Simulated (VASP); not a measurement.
# WO (F-43m) in VASP: further runs

WO is run at these levels: PBE+U; tasks: single point.

All numbers are computed with VASP 6.6.1; they aren't measurements. Logs are shortened: lines on timing, memory, paths and dates and some standing lists are left out, and cuts for length are marked.

### 1 The cell of the first run

It takes space group F-43m (No. 216, cubic). Conventional cell: a = 4.761 Å, b = 4.761 Å, c = 4.761 Å, α = 90.00°, β = 90.00°, γ = 90.00°. W (site symmetry -43m) has 4 O at 2.06 Å within 2.7 Å. O (site symmetry -43m) has 4 W at 2.06 Å within 2.7 Å.

### 2 Single point, PBE+U

INCAR reads:

```
SYSTEM = WO
ALGO     = Normal         ! electronic algorithm
EDIFF    = 1E-7           ! SCF threshold, eV
ENCUT    = 520            ! plane-wave cutoff, eV
GGA      = PE             ! functional
ISIF     = 2              ! what is computed and relaxed
ISMEAR   = 0              ! smearing method
LASPH    = .True.         ! aspherical terms in the spheres
LCHARG   = .False.        ! write CHGCAR
LDAU     = .True.         ! DFT+U
LDAUJ    = 0 0          
LDAUL    = 2 -1           ! shell
LDAUPRINT= 1            
LDAUTYPE = 2            
LDAUU    = 6.2 0          ! U, eV
LMAXMIX  = 4              ! l up to which the mixer works
LREAL    = .False.        ! projectors in reciprocal space
LWAVE    = .False.        ! write WAVECAR
NBANDS   = 17             ! bands
NELM     = 150            ! most SCF steps
PREC     = Accurate       ! precision mode
SIGMA    = 0.02           ! smearing width, eV
```

KPOINTS reads:

```
k-points
0
Gamma
  10 10 10
  0 0 0
```

POSCAR reads:

```
WO
1.0
    0.0000000000      2.3802715633      2.3802715633
    2.3802715633      0.0000000000      2.3802715633
    2.3802715633      2.3802715633      0.0000000000
W O
1 1
Direct
    0.0000000000      0.0000000000      0.0000000000
    0.2500000000      0.2500000000      0.2500000000
```

Potentials or basis: VASP PAW PBE potentials, release 64 (W_sv, O).

Started as:

```sh
cat potpaw_PBE.64/W_sv/POTCAR potpaw_PBE.64/O/POTCAR > POTCAR
mpirun -np 1 vasp_std > vasp.out
```

OUTCAR:

```text
SYSTEM = WO
   EDIFF = 1E-7
   ENCUT = 520
   GGA = PE
   ISIF = 2
   ISMEAR = 0
   LASPH = .True.
   LREAL = .False.
   NELM = 150
   PREC = Accurate

 ion  position               nearest neighbor table
   1  0.000  0.000  0.000-   2 2.06   2 2.06   2 2.06   2 2.06
   2  0.250  0.250  0.250-   1 2.06   1 2.06   1 2.06   1 2.06

  LATTYP: Found a face centered cubic cell.
 ALAT       =     4.7605431266

  Lattice vectors:

 A1 = (   0.0000000000,   2.3802715633,   2.3802715633)
 A2 = (   2.3802715633,   0.0000000000,   2.3802715633)
 A3 = (   2.3802715633,   2.3802715633,   0.0000000000)

Analysis of symmetry for initial positions (statically):
=====================================================================
 Subroutine PRICEL returns:
 Original cell was already a primitive cell.

 Routine SETGRP: Setting up the symmetry group for a
 face centered cubic supercell.

 Subroutine GETGRP returns: Found 24 space group operations
 (whereof 24 operations were pure point group operations)
 out of a pool of 48 trial point group operations.

The static configuration has the point symmetry T_d .

Analysis of symmetry for dynamics (positions and initial velocities):
=====================================================================
 Subroutine PRICEL returns:
 Original cell was already a primitive cell.

 Routine SETGRP: Setting up the symmetry group for a
 face centered cubic supercell.

 Subroutine GETGRP returns: Found 24 space group operations
 (whereof 24 operations were pure point group operations)
 out of a pool of 48 trial point group operations.

The dynamic configuration has the point symmetry T_d .

 Subroutine INISYM returns: Found 24 space group operations
 (whereof 24 operations are pure point group operations),
 and found     1 'primitive' translations

----------------------------------------------------------------------------------------

                                     Primitive cell

  volume of cell :      26.9718

  direct lattice vectors                    reciprocal lattice vectors
     0.000000000  2.380271563  2.380271563    -0.210060065  0.210060065  0.210060065
     2.380271563  0.000000000  2.380271563     0.210060065 -0.210060065  0.210060065
     2.380271563  2.380271563  0.000000000     0.210060065  0.210060065 -0.210060065

  length of vectors
     3.366212327  3.366212327  3.366212327     0.363834706  0.363834706  0.363834706

  position of ions in fractional coordinates (direct lattice)
     0.000000000  0.000000000  0.000000000
     0.250000000  0.250000000  0.250000000

  ion indices of the primitive-cell ions
   primitive index   ion index
                 1           1
                 2           2

----------------------------------------------------------------------------------------

 KPOINTS: k-points

Automatic generation of k-mesh.
 Grid dimensions read from file:
 generate k-points for:   10   10   10

 Generating k-lattice:

  Cartesian coordinates                     Fractional coordinates (reciprocal lattice)
    -0.021006007  0.021006007  0.021006007     0.100000000  0.000000000  0.000000000
     0.021006007 -0.021006007  0.021006007     0.000000000  0.100000000  0.000000000
     0.021006007  0.021006007 -0.021006007     0.000000000  0.000000000  0.100000000

  Length of vectors
     0.036383471  0.036383471  0.036383471

  Shift w.r.t. Gamma in fractional coordinates (k-lattice)
     0.000000000  0.000000000  0.000000000

 Subroutine IBZKPT returns following result:
 ===========================================

 Found     47 irreducible k-points:

 Following reciprocal coordinates:
            Coordinates               Weight
  0.000000  0.000000  0.000000      1.000000
  0.100000  0.000000  0.000000      8.000000
  0.200000  0.000000  0.000000      8.000000
  0.300000  0.000000  0.000000      8.000000
  0.400000  0.000000  0.000000      8.000000
  0.500000  0.000000  0.000000      4.000000
[... 16 lines left out ...]
  0.300000  0.300000  0.000000      6.000000
  0.400000  0.300000  0.000000     24.000000
 [... further k-points ...]
   k-points           NKPTS =     47   k-points in BZ     NKDIM =     47   number of bands    NBANDS=     17
   number of dos      NEDOS =    301   number of ions     NIONS =      2
   total plane-waves  NPLWV =  21952
   dimension x,y,z NGX =    28 NGY =   28 NGZ =   28
   dimension x,y,z NGXF=    56 NGYF=   56 NGZF=   56
   ions per type =               1   1
   NGX,Y,Z   is equivalent  to a cutoff of  13.83, 13.83, 13.83 a.u.
   NGXF,Y,Z  is equivalent  to a cutoff of  27.66, 27.66, 27.66 a.u.
 SYSTEM =  WO
   PREC   = accura    normal or accurate (medium, high low for compatibility)
   ISTART =      0    job   : 0-new  1-cont  2-samecut
   ICHARG =      2    charge: 1-file 2-atom 10-const
   ISPIN  =      1    spin polarized calculation?
   LNONCOLLINEAR =      F non collinear calculations
   LSORBIT =      F    spin-orbit coupling
   LASPH  =      T    aspherical Exc in radial PAW
   ENCUT  =  520.0 eV  38.22 Ry    6.18 a.u.   6.26  6.26  6.26*2*pi/ulx,y,z
   NELM   =    150;   NELMIN=  2; NELMDL= -5     # of ELM steps
   EDIFF  = 0.1E-06   stopping-criterion for ELM
   LREAL  =      F    real-space projection
   EDIFFG = 0.1E-05   stopping-criterion for IOM
   NSW    =      0    number of steps for IOM
   IBRION =     -1    ionic relax: 0-MD 1-quasi-New 2-CG
   NFREE  =      0    steps in history (QN), initial steepest desc. (CG)
   ISIF   =      2    stress and relaxation
   ISYM   =      2    0-nonsym 1-usesym 2-fastsym
   POTIM  = 0.5000    time-step for ionic-motion
   TEBEG  =    0.0;   TEEND  =   0.0 temperature during run
   PSTRESS=    0.0 pullay stress
   NELECT =      20.0000    total number of electrons
   NUPDOWN=      -1.0000    fix difference up-down
   EMIN   =  10.00;   EMAX   =-10.00  energy-range for DOS
   EFERMI =   0.00;   METHOD = LEGACY
   ISMEAR =     0;   SIGMA  =   0.02  broadening in eV -4-tet -1-fermi 0-gaus
   EFERMI_NEDOS =   21; number of points for ismear=-14 and -15
   IALGO  =     38    algorithm
   IMIX   =      4    mixing-type and parameters
     AMIX     =   0.40;   BMIX     =  1.00
     AMIX_MAG =   1.60;   BMIX_MAG =  1.00
  volume/ion in A,a.u.               =      13.49        91.01
  Fermi-wavevector in a.u.,A,eV,Ry     =   1.481773  2.800145 29.873646  2.195651
  Thomas-Fermi vector in A             =   2.595642
   LORBIT       =      0    0 simple, 1 ext, 2 COOP (PROOUT), +10 PAW based schemes
 LDA+U is selected, type is set to LDAUTYPE =  2
   angular momentum for each species LDAUL =     2   -1
   U (eV)           for each species LDAUU =   6.2  0.0
   J (eV)           for each species LDAUJ =   0.0  0.0
   GGA     = PE    functional components
   LHFCALC =     F    Hartree Fock is set to
   AEXX    =    0.0000 exact exchange contribution
   IVDW    =     0    specifies the selected vdW correction
   LEPSILON=     F    determine dielectric tensor
   LRPA    =     F    only Hartree local field effects (RPA)
 non-spin polarized calculation
 Gauss-broadening in eV      SIGMA  =   0.02
  energy-cutoff  :      520.00
  volume of cell :       26.97
 maximum number of plane-waves:       745
 NGX is ok and might be reduce to    28
   NGX = 13   NGY = 13   NGZ = 13

atom =   1  type =  1  l = 2

 onsite density matrix

spin component  1

  0.2749 -0.0000 -0.0000  0.0000 -0.0000
 -0.0000  0.2749 -0.0000 -0.0000 -0.0000
 -0.0000 -0.0000  0.3640  0.0000  0.0000
  0.0000 -0.0000  0.0000  0.2749  0.0000
 -0.0000 -0.0000  0.0000  0.0000  0.3640

spin component  2

  0.2749 -0.0000 -0.0000  0.0000 -0.0000
 -0.0000  0.2749 -0.0000 -0.0000 -0.0000
 -0.0000 -0.0000  0.3640  0.0000  0.0000
  0.0000 -0.0000  0.0000  0.2749  0.0000
 -0.0000 -0.0000  0.0000  0.0000  0.3640

 occupancies and eigenvectors

  o =  0.2749  v =  0.0000 -0.0330  0.0000  0.9995  0.0000  0.0000  0.0000  0.0000  0.0000  0.0000      0.0000  0.0000  0.0000  0.0000  0.0000  0.0000  0.0000  0.0000  0.0000  0.0000
  o =  0.2749  v =  0.0000  0.0000  0.0000  0.0000  0.0000  0.0000 -0.0330  0.0000  0.9995  0.0000      0.0000  0.0000  0.0000  0.0000  0.0000  0.0000  0.0000  0.0000  0.0000  0.0000
  o =  0.2749  v =  0.0000 -0.9995  0.0000 -0.0330 -0.0000  0.0000  0.0000  0.0000  0.0000  0.0000      0.0000  0.0000  0.0000  0.0000  0.0000  0.0000  0.0000  0.0000  0.0000  0.0000
  o =  0.2749  v =  0.0000  0.0000  0.0000  0.0000  0.0000  0.0000 -0.9995  0.0000 -0.0330 -0.0000      0.0000  0.0000  0.0000  0.0000  0.0000  0.0000  0.0000  0.0000  0.0000  0.0000
  o =  0.2749  v =  1.0000  0.0000  0.0000  0.0000  0.0000  0.0000  0.0000  0.0000  0.0000  0.0000      0.0000  0.0000  0.0000  0.0000  0.0000  0.0000  0.0000  0.0000  0.0000  0.0000
  o =  0.2749  v =  0.0000  0.0000  0.0000  0.0000  0.0000  1.0000  0.0000  0.0000  0.0000  0.0000      0.0000  0.0000  0.0000  0.0000  0.0000  0.0000  0.0000  0.0000  0.0000  0.0000
  o =  0.3640  v =  0.0000  0.0000  0.0000  0.0000  0.0000  0.0000  0.0000  0.1105  0.0000 -0.9939      0.0000  0.0000  0.0000  0.0000  0.0000  0.0000  0.0000  0.0000  0.0000  0.0000
  o =  0.3640  v =  0.0000  0.0000  0.1105  0.0000 -0.9939  0.0000  0.0000  0.0000  0.0000  0.0000      0.0000  0.0000  0.0000  0.0000  0.0000  0.0000  0.0000  0.0000  0.0000  0.0000
  o =  0.3640  v =  0.0000  0.0000  0.0000  0.0000  0.0000  0.0000  0.0000  0.9939 -0.0000  0.1105      0.0000  0.0000  0.0000  0.0000  0.0000  0.0000  0.0000  0.0000  0.0000  0.0000
  o =  0.3640  v =  0.0000  0.0000  0.9939 -0.0000  0.1105  0.0000  0.0000  0.0000  0.0000  0.0000      0.0000  0.0000  0.0000  0.0000  0.0000  0.0000  0.0000  0.0000  0.0000  0.0000

 number of electron      19.9999998 magnetization

 Free energy of the ion-electron system (eV)
  ---------------------------------------------------
  ext. energy  EPLUGINS =         0.00000000
  ---------------------------------------------------
  free energy    TOTEN  =       -11.43445849 eV

  energy without entropy =      -11.43392161  energy(sigma->0) =      -11.43419005

 E-fermi :   8.8936     XC(G=0): -12.1881

 val. band max:        8.8607977640   @ k =   0.2000   0.1000   0.0000
 cond. band min:       8.9010479814   @ k =  -0.3000   0.1000   0.0000
 fundamental gap:      0.0402502174
 Fermi energy:         8.8935981634

 k-point     1 :       0.0000    0.0000    0.0000
  band No.  band energies     occupation
      1     -67.2781      2.00000
      2     -31.3042      2.00000
      3     -31.3042      2.00000
      4     -31.3042      2.00000
      5     -13.0516      2.00000
      6       0.8553      2.00000
[... 9 lines left out ...]
     16      21.6393      0.00000
     17      21.6393      0.00000

 k-point     2 :       0.1000    0.0000    0.0000
  band No.  band energies     occupation
      1     -67.2770      2.00000
      2     -31.3311      2.00000
      3     -31.3077      2.00000
      4     -31.3077      2.00000
      5     -12.9829      2.00000
      6       0.6863      2.00000
[... 9 lines left out ...]
     16      21.8259      0.00000
     17      21.8259      0.00000

 k-point     3 :       0.2000    0.0000    0.0000
  band No.  band energies     occupation
      1     -67.2742      2.00000
      2     -31.4011      2.00000
      3     -31.3171      2.00000
      4     -31.3171      2.00000
      5     -12.8077      2.00000
      6       0.4260      2.00000
[... 9 lines left out ...]
     16      22.3591      0.00000
     17      22.3591      0.00000

 k-point     4 :       0.3000    0.0000    0.0000
  band No.  band energies     occupation
      1     -67.2707      2.00000
      2     -31.4861      2.00000
      3     -31.3286      2.00000
      4     -31.3286      2.00000
      5     -12.6018      2.00000
      6       0.3580      2.00000
[... 9 lines left out ...]
     16      23.0345      0.00000
     17      23.0345      0.00000
[... 343 lines left out ...]
      1     -67.2695      2.00000
      2     -31.4767      2.00000
      3     -31.3764      2.00000
      4     -31.3281      2.00000
      5     -12.5279      2.00000
      6       0.3826      2.00000
[... 9 lines left out ...]
     16      19.6375      0.00000
     17      24.6602      0.00000

 k-point    23 :       0.3000    0.3000    0.0000
  band No.  band energies     occupation
      1     -67.2682      2.00000
      2     -31.4886      2.00000
      3     -31.3651      2.00000
      4     -31.3651      2.00000
      5     -12.4532      2.00000
      6      -0.1996      2.00000
[... 9 lines left out ...]
     16      20.5994      0.00000
     17      20.5994      0.00000

 k-point    24 :       0.4000    0.3000    0.0000
  band No.  band energies     occupation
      1     -67.2660      2.00000
      2     -31.5271      2.00000
      3     -31.3841      2.00000
      4     -31.3758      2.00000
      5     -12.3282      2.00000
      6      -0.1735      2.00000
[... 9 lines left out ...]
     16      20.8135      0.00000
     17      20.9025      0.00000

 [... further k-points ...]
[... 5 lines left out ...]
  --------------------------------------------------------------------------------------
  -------------------------------------------------------------------------------------
  Total        0.1094185      0.1094185      0.1094185      0.0000000      0.0000000     -0.0000000
  in kB        6.4996758      6.4996758      6.4996758      0.0000000      0.0000000     -0.0000000
  external PRESSURE =       6.4996758 kB  Pullay stress =       0.0000000 kB

 VOLUME and BASIS-vectors are now :
 -----------------------------------------------------------------------------
  energy-cutoff  :      520.00
  volume of cell :       26.97
      direct lattice vectors                 reciprocal lattice vectors
     0.000000000  2.380271563  2.380271563    -0.210060065  0.210060065  0.210060065
     2.380271563  0.000000000  2.380271563     0.210060065 -0.210060065  0.210060065
     2.380271563  2.380271563  0.000000000     0.210060065  0.210060065 -0.210060065

 POSITION                                       TOTAL-FORCE (eV/Angst)
 -----------------------------------------------------------------------------------
      0.00000      0.00000      0.00000        -0.000000      0.000000     -0.000000
      1.19014      1.19014      1.19014         0.000000      0.000000      0.000000
 -----------------------------------------------------------------------------------
    total drift:                                0.000000      0.000000      0.000000

  FREE ENERGIE OF THE ION-ELECTRON SYSTEM (eV)
  ---------------------------------------------------
  free  energy   TOTEN  =       -11.4344584931 eV

  energy  without entropy=      -11.4339216065  energy(sigma->0) =      -11.43419005
```

It took 19 s on 1 thread of AMD EPYC 9R45 (Zen 5), shared host; peak memory 0.14 GiB.

What came out:

```
Free energy            : -11.4345 eV
Pressure               : 0.6 GPa
Band gap on the k mesh : zero (band 10 reaches 9.51 eV, above the bottom of band 11 at 8.48 eV)
```

Eigenvalues of the final occupation matrices:
| site | spin | trace | eigenvalues |
| --- | --- | --- | --- |
| site 1 d | 1 | 1.55 | 0.27 0.27 0.27 0.36 0.36 |
| site 1 d | 2 | 1.55 | 0.27 0.27 0.27 0.36 0.36 |

Caveat: spin-orbit coupling is left out, which moves the levels of the heavy elements; U without spin polarisation on a metal has little footing.

### 3 Single point, PBE+U

This run uses another cell than the first one, of 14.05 Å³/atom, 1.042 times its volume.

INCAR reads:

```
  PREC = Accurate
  ENCUT = 520
  EDIFF = 1E-7
  ISMEAR = 0
  SIGMA = 0.02
  LREAL = F
  LASPH = T
  NELM = 150
  ALGO = Normal
  ISIF = 2
  LWAVE = F
  LCHARG = F
  LMAXMIX = 4
  LDAU = T
  LDAUTYPE = 2
  LDAUL = 2 -1
  LDAUU = 6.2 0
  LDAUJ = 0 0
  LDAUPRINT = 1
  GGA = PE
  NBANDS = 17
```

KPOINTS reads:

```
Automatic mesh
0
Gamma
  10 10 10
```

POSCAR reads:

```
WO
1.0
    0.0000000000      2.4128820753      2.4128820753
    2.4128820753      0.0000000000      2.4128820753
    2.4128820753      2.4128820753      0.0000000000
W O
1 1
Direct
    0.0000000000      0.0000000000      0.0000000000
    0.2500000000      0.2500000000      0.2500000000
```

Potentials or basis: VASP PAW PBE potentials, release 64 (W_sv, O).

Started as:

```sh
cat potpaw_PBE.64/W_sv/POTCAR potpaw_PBE.64/O/POTCAR > POTCAR
mpirun -np 1 vasp_std > vasp.out
```

It took 20 s on 1 thread of AMD EPYC 9R45 (Zen 5), shared host; peak memory 0.14 GiB.

The run converged. Its results:

* Free energy: -11.4092 eV
* Pressure: -7.9 GPa
* Band gap on the k mesh: zero (band 10 reaches 8.96 eV, above the bottom of band 11 at 7.96 eV)

Levels at points of the mesh, in eV from the Fermi level:
| k point | band 8 | band 9 | band 10 | band 11 | band 12 | band 13 |
| --- | --- | --- | --- | --- | --- | --- |
| (0.00, 0.00, 0.00) | -7.69 | -3.10 | -0.20 | -0.20 | 3.73 | 3.73 |
| (0.50, 0.00, 0.00) | -7.27 | -0.49 | 0.15 | 0.15 | 2.73 | 2.78 |
| (0.50, 0.50, 0.00) | -6.48 | -2.22 | -0.41 | 1.09 | 2.41 | 2.41 |

Eigenvalues of the final occupation matrices:
```tsv
site	spin	trace	eigenvalues
site 1 d	1	1.53	0.27 0.27 0.27 0.37 0.37
site 1 d	2	1.53	0.27 0.27 0.27 0.37 0.37
```

Caveat: spin-orbit coupling is left out, which moves the levels of the heavy elements; U without spin polarisation on a metal has little footing.

[end of part 1 of 2]
